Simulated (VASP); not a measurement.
Write the native input for VASP 6.6.1 that does the following.

| Quantity | Value |
| --- | --- |
| Task | single point |
| Functional | LDA |
| Potentials or basis | VASP PAW LDA potentials, release 64 (Li_sv, Pb_d) |
| Cutoff | 520 eV |
| k mesh | 7 × 7 × 7 |
| Occupations | fermi-dirac, width 0.1 eV |
| Spin | no spin polarisation |
| Dipole correction | no |
| Further INCAR settings | ALGO = Normal; EDIFF = 1e-06; NBANDS = 16 |

The structure of LiPb lies in POSCAR:

```
LiPb
1.0
    2.4711355666      1.4267108874      2.0441667478
   -2.4711355666      1.4267108874      2.0441667478
    0.0000000000     -2.8534217748      2.0441667478
Li Pb
1 1
Direct
    0.5000000000      0.5000000000      0.5000000000
    0.0000000000      0.0000000000      0.0000000000
```

One way to write it, as run:

INCAR

```
PREC     = Accurate       # precision mode
ENCUT    = 520            # plane-wave cutoff, eV
EDIFF    = 1E-6           # SCF threshold, eV
ISMEAR   = -1             # smearing method
SIGMA    = 0.1            # smearing width, eV
LREAL    = False          # projectors in reciprocal space
LASPH    = True           # aspherical terms in the spheres
NELM     = 60             # most SCF steps
ALGO     = Normal         # electronic algorithm
ISIF     = 2              # what is computed and relaxed
LWAVE    = False          # write WAVECAR
LCHARG   = False          # write CHGCAR
NBANDS   = 16             # bands
```

KPOINTS

```
Automatic mesh
0
Gamma
  7 7 7
```

Potentials or basis: VASP PAW LDA potentials, release 64 (Li_sv, Pb_d).

Launch:

```sh
$ cat potpaw_LDA.64/Li_sv/POTCAR potpaw_LDA.64/Pb_d/POTCAR > POTCAR
$ mpirun -np 1 vasp_std > vasp.out
```

Results of the run:

| Item | Value |
| --- | --- |
| Band gap on the k mesh | zero (an odd number of electrons rules out a gap without spin polarisation) |

Caveat: spin-orbit coupling is left out, which moves the levels of the heavy elements.

Run time: 32 s on 1 thread of Intel Xeon 8259CL, on a shared host, peak memory 0.16 GiB.
